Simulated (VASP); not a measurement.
A run of VASP 6.6.1 is set up as follows.

File INCAR:

```
SYSTEM = La
ALGO = Normal ; EDIFF = 1E-6
ENCUT = 520 ; GGA = RP
ISIF = 2 ; ISMEAR = -1
LASPH = .TRUE. ; LCHARG = .TRUE.
LELF = .TRUE. ; LREAL = .FALSE.
LVHAR = .TRUE. ; LWAVE = .FALSE.
NBANDS = 12 ; NELM = 60
PREC = Accurate ; SIGMA = 0.1
```

KPOINTS

```
k-points
0
G
  11 11 11
  0 0 0
```

The input POSCAR:

```
La
1.0
    3.4738366907      0.0000000000      0.0000000000
    0.0000000000      3.4738366907      0.0000000000
    0.0000000000      0.0000000000      3.4738366907
La
1
Direct
    0.0000000000      0.0000000000      0.0000000000
```

Potentials or basis: VASP PAW PBE potentials, release 64 (La).

Run with:

```console
$ cat potpaw_PBE.64/La/POTCAR > POTCAR
$ mpirun -np 1 vasp_std > vasp.out
```

(1) Predict the pressure.

Answers

(1) -1.3 GPa.

Caveat: the PAW data sets were made with another functional, which shifts forces and pressure a little.
